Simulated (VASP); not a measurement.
Input of a VASP 6.6.1 run:

Contents of INCAR:

```
  ALGO = Normal
  EDIFF = 1E-6
  ENCUT = 520
  GGA = PS
  ISIF = 2
  ISMEAR = 0
  LASPH = T
  LCHARG = T
  LELF = T
  LREAL = F
  LVHAR = T
  LWAVE = F
  NBANDS = 11
  NELM = 100
  PREC = Accurate
  SIGMA = 0.03
```

The input KPOINTS:

```
k-points
0
Gamma
  10 10 10
```

File POSCAR:

```
Sr
1.0
    0.0000000000      2.8902325000      3.1184087500
    2.8902325000      0.0000000000      3.1184087500
    2.8902325000      2.8902325000      0.0000000000
Sr
1
Direct
    0.0000000000      0.0000000000      0.0000000000
```

Potentials or basis: VASP PAW PBE potentials, release 64 (Sr_sv).

The run is started by

```console
$ cat potpaw_PBE.64/Sr_sv/POTCAR > POTCAR
$ mpirun -np 1 vasp_std > vasp.out
```

Problem. What does it give for the band gap on the k mesh?

Solution. Zero (bands 5 and 6 overlap by 0.03 eV).

Problem. What does it give for the pressure?

Solution. -0.1 GPa.

Stress tensor (GPa, compression positive):
```
 0.06  0.00  0.00
 0.00  0.06  0.00
 0.00  0.00 -0.44
```

Caveat: the cell differs from its parent crystal (strain -0.050 along x and y, +0.025 along z); the PAW data sets were made with another functional, which shifts forces and pressure a little.
